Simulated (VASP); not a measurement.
# BaZrO3 (Pm-3m) in VASP: further runs

Runs on BaZrO3. Level: PBEsol. Tasks: single point.

Everything below comes from runs of VASP 6.6.1. Logs are shortened: lines on timing, memory, paths and dates and some standing lists are left out, and cuts for length are marked.

### 1 The cell of the first run

The structure is cubic, space group Pm-3m (No. 221). The conventional cell has a = 4.141 Å, b = 4.141 Å, c = 4.141 Å, α = 90.00°, β = 90.00°, γ = 90.00°. Within 3.9 Å of Ba (site symmetry m-3m) lie 12 O at 2.93 Å and 8 Zr at 3.59 Å. Zr (site symmetry m-3m) has 6 O at 2.07 Å within 2.7 Å. Within 2.7 Å of O (site symmetry 4/mmm) lie 2 Zr at 2.07 Å.

### 2 Single point, PBEsol

INCAR

```
PREC = Accurate ; ENCUT = 520
EDIFF = 1E-6 ; ISMEAR = 0
SIGMA = 0.01 ; LREAL = F
LASPH = T ; NELM = 60
ALGO = Normal ; ISIF = 2
LWAVE = F ; LCHARG = F
GGA = PS ; NBANDS = 28
```

KPOINTS

```
regular mesh
0
Gamma
  6 6 6
```

POSCAR

```
BaZrO3
1.0
    4.1406982933      0.0000000000      0.0000000000
    0.0000000000      4.1406982933      0.0000000000
    0.0000000000      0.0000000000      4.1406982933
Ba Zr O
1 1 3
Direct
    0.0000000000      0.0000000000      0.0000000000
    0.5000000000      0.5000000000      0.5000000000
    0.0000000000      0.5000000000      0.5000000000
    0.5000000000      0.0000000000      0.5000000000
    0.5000000000      0.5000000000      0.0000000000
```

Potentials or basis: VASP PAW PBE potentials, release 64 (Ba_sv, Zr_sv, O).

Command:

```sh
$ cat potpaw_PBE.64/Ba_sv/POTCAR potpaw_PBE.64/Zr_sv/POTCAR potpaw_PBE.64/O/POTCAR > POTCAR
$ mpirun -np 1 vasp_std > vasp.out
```

OUTCAR:

```text
PREC = Accurate
   ENCUT = 520
   EDIFF = 1E-6
   ISMEAR = 0
   LREAL = F
   LASPH = T
   NELM = 60
   ISIF = 2
   GGA = PS

 ion  position               nearest neighbor table
   1  0.000  0.000  0.000-   3 2.93   4 2.93   5 2.93   3 2.93   4 2.93   3 2.93   5 2.93   3 2.93
                             4 2.93   5 2.93   4 2.93   5 2.93   2 3.59   2 3.59   2 3.59   2 3.59
   2  0.500  0.500  0.500-   3 2.07   4 2.07   5 2.07   5 2.07   4 2.07   3 2.07   1 3.59   1 3.59
                             1 3.59   1 3.59   1 3.59   1 3.59   1 3.59   1 3.59
   3  0.000  0.500  0.500-   2 2.07   2 2.07   1 2.93   1 2.93   1 2.93   1 2.93
   4  0.500  0.000  0.500-   2 2.07   2 2.07   1 2.93   1 2.93   1 2.93   1 2.93
   5  0.500  0.500  0.000-   2 2.07   2 2.07   1 2.93   1 2.93   1 2.93   1 2.93

  LATTYP: Found a simple cubic cell.
 ALAT       =     4.1406982933

  Lattice vectors:

 A1 = (   4.1406982933,   0.0000000000,   0.0000000000)
 A2 = (   0.0000000000,   4.1406982933,   0.0000000000)
 A3 = (   0.0000000000,   0.0000000000,   4.1406982933)

Analysis of symmetry for initial positions (statically):
=====================================================================
 Subroutine PRICEL returns:
 Original cell was already a primitive cell.

 Routine SETGRP: Setting up the symmetry group for a
 simple cubic supercell.

 Subroutine GETGRP returns: Found 48 space group operations
 (whereof 48 operations were pure point group operations)
 out of a pool of 48 trial point group operations.

The static configuration has the point symmetry O_h .

Analysis of symmetry for dynamics (positions and initial velocities):
=====================================================================
 Subroutine PRICEL returns:
 Original cell was already a primitive cell.

 Routine SETGRP: Setting up the symmetry group for a
 simple cubic supercell.

 Subroutine GETGRP returns: Found 48 space group operations
 (whereof 48 operations were pure point group operations)
 out of a pool of 48 trial point group operations.

The dynamic configuration has the point symmetry O_h .

 Subroutine INISYM returns: Found 48 space group operations
 (whereof 48 operations are pure point group operations),
 and found     1 'primitive' translations

----------------------------------------------------------------------------------------

                                     Primitive cell

  volume of cell :      70.9939

  direct lattice vectors                    reciprocal lattice vectors
     4.140698293  0.000000000  0.000000000     0.241505159  0.000000000  0.000000000
     0.000000000  4.140698293  0.000000000     0.000000000  0.241505159  0.000000000
     0.000000000  0.000000000  4.140698293     0.000000000  0.000000000  0.241505159

  length of vectors
     4.140698293  4.140698293  4.140698293     0.241505159  0.241505159  0.241505159

  position of ions in fractional coordinates (direct lattice)
     0.000000000  0.000000000  0.000000000
     0.500000000  0.500000000  0.500000000
     0.000000000  0.500000000  0.500000000
     0.500000000  0.000000000  0.500000000
     0.500000000  0.500000000  0.000000000

  ion indices of the primitive-cell ions
   primitive index   ion index
                 1           1
                 2           2
                 3           3
                 4           4
                 5           5

----------------------------------------------------------------------------------------

 KPOINTS: regular mesh

Automatic generation of k-mesh.
 Grid dimensions read from file:
 generate k-points for:    6    6    6

 Generating k-lattice:

  Cartesian coordinates                     Fractional coordinates (reciprocal lattice)
     0.040250860  0.000000000  0.000000000     0.166666667  0.000000000  0.000000000
     0.000000000  0.040250860  0.000000000     0.000000000  0.166666667  0.000000000
     0.000000000  0.000000000  0.040250860     0.000000000  0.000000000  0.166666667

  Length of vectors
     0.040250860  0.040250860  0.040250860

  Shift w.r.t. Gamma in fractional coordinates (k-lattice)
     0.000000000  0.000000000  0.000000000

 Subroutine IBZKPT returns following result:
 ===========================================

 Found     20 irreducible k-points:

 Following reciprocal coordinates:
            Coordinates               Weight
  0.000000  0.000000  0.000000      1.000000
  0.166667  0.000000  0.000000      6.000000
  0.333333  0.000000  0.000000      6.000000
  0.500000  0.000000  0.000000      3.000000
  0.166667  0.166667  0.000000     12.000000
  0.333333  0.166667  0.000000     24.000000
[... 12 lines left out ...]
  0.500000  0.500000  0.333333      6.000000
  0.500000  0.500000  0.500000      1.000000
   k-points           NKPTS =     20   k-points in BZ     NKDIM =     20   number of bands    NBANDS=     28
   number of dos      NEDOS =    301   number of ions     NIONS =      5
   total plane-waves  NPLWV =  32768
   dimension x,y,z NGX =    32 NGY =   32 NGZ =   32
   dimension x,y,z NGXF=    64 NGYF=   64 NGZF=   64
   ions per type =               1   1   3
   NGX,Y,Z   is equivalent  to a cutoff of  12.85, 12.85, 12.85 a.u.
   NGXF,Y,Z  is equivalent  to a cutoff of  25.70, 25.70, 25.70 a.u.
 SYSTEM =  unknown system
   PREC   = accura    normal or accurate (medium, high low for compatibility)
   ISTART =      0    job   : 0-new  1-cont  2-samecut
   ICHARG =      2    charge: 1-file 2-atom 10-const
   ISPIN  =      1    spin polarized calculation?
   LNONCOLLINEAR =      F non collinear calculations
   LSORBIT =      F    spin-orbit coupling
   LASPH  =      T    aspherical Exc in radial PAW
   ENCUT  =  520.0 eV  38.22 Ry    6.18 a.u.   7.70  7.70  7.70*2*pi/ulx,y,z
   NELM   =     60;   NELMIN=  2; NELMDL= -5     # of ELM steps
   EDIFF  = 0.1E-05   stopping-criterion for ELM
   LREAL  =      F    real-space projection
   EDIFFG = 0.1E-04   stopping-criterion for IOM
   NSW    =      0    number of steps for IOM
   IBRION =     -1    ionic relax: 0-MD 1-quasi-New 2-CG
   NFREE  =      0    steps in history (QN), initial steepest desc. (CG)
   ISIF   =      2    stress and relaxation
   ISYM   =      2    0-nonsym 1-usesym 2-fastsym
   POTIM  = 0.5000    time-step for ionic-motion
   TEBEG  =    0.0;   TEEND  =   0.0 temperature during run
   PSTRESS=    0.0 pullay stress
   NELECT =      40.0000    total number of electrons
   NUPDOWN=      -1.0000    fix difference up-down
   EMIN   =  10.00;   EMAX   =-10.00  energy-range for DOS
   EFERMI =   0.00;   METHOD = LEGACY
   ISMEAR =     0;   SIGMA  =   0.01  broadening in eV -4-tet -1-fermi 0-gaus
   EFERMI_NEDOS =   21; number of points for ismear=-14 and -15
   IALGO  =     38    algorithm
   IMIX   =      4    mixing-type and parameters
     AMIX     =   0.40;   BMIX     =  1.00
     AMIX_MAG =   1.60;   BMIX_MAG =  1.00
  volume/ion in A,a.u.               =      14.20        95.82
  Fermi-wavevector in a.u.,A,eV,Ry     =   1.352139  2.555172 24.875247  1.828279
  Thomas-Fermi vector in A             =   2.479502
   LORBIT       =      0    0 simple, 1 ext, 2 COOP (PROOUT), +10 PAW based schemes
   GGA     = PS    functional components
   LHFCALC =     F    Hartree Fock is set to
   AEXX    =    0.0000 exact exchange contribution
   IVDW    =     0    specifies the selected vdW correction
   LEPSILON=     F    determine dielectric tensor
   LRPA    =     F    only Hartree local field effects (RPA)
 non-spin polarized calculation
 Gauss-broadening in eV      SIGMA  =   0.01
  energy-cutoff  :      520.00
  volume of cell :       70.99
 maximum number of plane-waves:      1936
 NGX is ok and might be reduce to    32
   NGX = 15   NGY = 15   NGZ = 15

 number of electron      40.0000018 magnetization

 Free energy of the ion-electron system (eV)
  ---------------------------------------------------
  ext. energy  EPLUGINS =         0.00000000
  ---------------------------------------------------
  free energy    TOTEN  =       -43.57075965 eV

  energy without entropy =      -43.57075965  energy(sigma->0) =      -43.57075965

 E-fermi :   3.9643     XC(G=0): -11.2076

 val. band max:        3.8998338360   @ k =   0.5000   0.5000   0.5000
 cond. band min:       7.0786291248   @ k =   0.0000   0.0000   0.0000
 fundamental gap:      3.1787952888
 Fermi energy:         3.9643184729

 k-point     1 :       0.0000    0.0000    0.0000
  band No.  band energies     occupation
      1     -42.7496      2.00000
      2     -21.2357      2.00000
      3     -21.0136      2.00000
      4     -21.0136      2.00000
      5     -21.0136      2.00000
      6     -12.4498      2.00000
[... 20 lines left out ...]
     27      11.7595      0.00000
     28      11.7595      0.00000

 k-point     2 :       0.1667    0.0000    0.0000
  band No.  band energies     occupation
      1     -42.7485      2.00000
      2     -21.3089      2.00000
      3     -21.0114      2.00000
      4     -21.0114      2.00000
      5     -20.9990      2.00000
      6     -12.4701      2.00000
[... 20 lines left out ...]
     27      11.7617      0.00000
     28      12.2877      0.00000

 k-point     3 :       0.3333    0.0000    0.0000
  band No.  band energies     occupation
      1     -42.7463      2.00000
      2     -21.4501      2.00000
      3     -21.0071      2.00000
      4     -21.0071      2.00000
      5     -20.9671      2.00000
      6     -12.6054      2.00000
[... 20 lines left out ...]
     27      11.7602      0.00000
     28      12.0027      0.00000

 k-point     4 :       0.5000    0.0000    0.0000
  band No.  band energies     occupation
      1     -42.7453      2.00000
      2     -21.5179      2.00000
      3     -21.0049      2.00000
      4     -21.0049      2.00000
      5     -20.9506      2.00000
      6     -12.6781      2.00000
[... 454 lines left out ...]
     27      12.3524      0.00000
     28      13.0775      0.00000

 k-point    19 :       0.5000    0.5000    0.3333
  band No.  band energies     occupation
      1     -42.7379      2.00000
      2     -21.2992      2.00000
      3     -21.2992      2.00000
      4     -21.2249      2.00000
      5     -21.0868      2.00000
      6     -11.4202      2.00000
[... 20 lines left out ...]
     27      12.6287      0.00000
     28      13.4388      0.00000

 k-point    20 :       0.5000    0.5000    0.5000
  band No.  band energies     occupation
      1     -42.7369      2.00000
      2     -21.2960      2.00000
      3     -21.2960      2.00000
      4     -21.2960      2.00000
      5     -21.0757      2.00000
      6     -11.0902      2.00000
[... 20 lines left out ...]
     27      13.3053      0.00000
     28      13.3053      0.00000

------------------------ aborting loop because EDIFF is reached ----------------------------------------

  FORCE on cell =-STRESS in cart. coord.  units (eV):
  Direction    XX          YY          ZZ          XY          YZ          ZX
  --------------------------------------------------------------------------------------
  -------------------------------------------------------------------------------------
  Total        2.8034961      2.8034961      2.8034961      0.0000000      0.0000000      0.0000000
  in kB       63.2688258     63.2688258     63.2688258      0.0000000      0.0000000      0.0000000
  external PRESSURE =      63.2688258 kB  Pullay stress =       0.0000000 kB

 VOLUME and BASIS-vectors are now :
 -----------------------------------------------------------------------------
  energy-cutoff  :      520.00
  volume of cell :       70.99
      direct lattice vectors                 reciprocal lattice vectors
     4.140698293  0.000000000  0.000000000     0.241505159  0.000000000  0.000000000
     0.000000000  4.140698293  0.000000000     0.000000000  0.241505159  0.000000000
     0.000000000  0.000000000  4.140698293     0.000000000  0.000000000  0.241505159

 POSITION                                       TOTAL-FORCE (eV/Angst)
 -----------------------------------------------------------------------------------
      0.00000      0.00000      0.00000         0.000000      0.000000      0.000000
      2.07035      2.07035      2.07035         0.000000      0.000000      0.000000
      0.00000      2.07035      2.07035         0.000000      0.000000      0.000000
      2.07035      0.00000      2.07035         0.000000      0.000000      0.000000
      2.07035      2.07035      0.00000         0.000000      0.000000      0.000000
 -----------------------------------------------------------------------------------
    total drift:                                0.000000     -0.000000     -0.000000

  FREE ENERGIE OF THE ION-ELECTRON SYSTEM (eV)
  ---------------------------------------------------
  free  energy   TOTEN  =       -43.5707596525 eV

  energy  without entropy=      -43.5707596525  energy(sigma->0) =      -43.57075965
```

It took 17 s on 1 thread of AMD EPYC 9R45 (Zen 5), shared host; peak memory 0.17 GiB.

Results:

```yaml
Free_energy: -43.5708 eV
Pressure: 6.3 GPa
Band_gap_on_the_k_mesh: 3.18 eV, indirect (least direct gap 3.35 eV)
```

Caveat: the PAW data sets were made with another functional, which shifts forces and pressure a little; spin-orbit coupling is left out, which moves the levels of the heavy elements.

(Continued in part 2 of 2.)
